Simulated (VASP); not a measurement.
Here is a VASP 6.6.1 calculation.

Contents of INCAR:

```
PREC = Accurate
ENCUT = 520
EDIFF = 1E-6
ISMEAR = -1
SIGMA = 0.05
LREAL = False
LASPH = True
NELM = 80
ALGO = Normal
ISIF = 2
LWAVE = False
LCHARG = False
GGA = PS
NBANDS = 32
```

Contents of KPOINTS:

```
regular mesh
0
Gamma
  8 8 8
```

Contents of POSCAR:

```
Sc3TlB
1.0
    4.5652000000      0.0000000000      0.0000000000
    0.0000000000      4.5652000000      0.0000000000
    0.0000000000      0.0000000000      4.4309381433
Sc Tl B
3 1 1
Direct
    0.0000000000      0.5000000000      0.5000000000
    0.5000000000      0.0000000000      0.5000000000
    0.5000000000      0.5000000000      0.0000000000
    0.0000000000      0.0000000000      0.0000000000
    0.5000000000      0.5000000000      0.5000000000
```

Potentials or basis: VASP PAW PBE potentials, release 64 (Sc_sv, Tl_d, B).

Command:

```console
$ cat potpaw_PBE.64/Sc_sv/POTCAR potpaw_PBE.64/Tl_d/POTCAR potpaw_PBE.64/B/POTCAR > POTCAR
$ mpirun -np 1 vasp_std > vasp.out
```

Question: What does it give for the pressure?

Answer: 7.1 GPa.

Stress tensor (GPa, compression positive):
```
5.79 0.00 0.00
0.00 5.79 0.00
0.00 0.00 9.58
```

Caveat: the PAW data sets were made with another functional, which shifts forces and pressure a little.
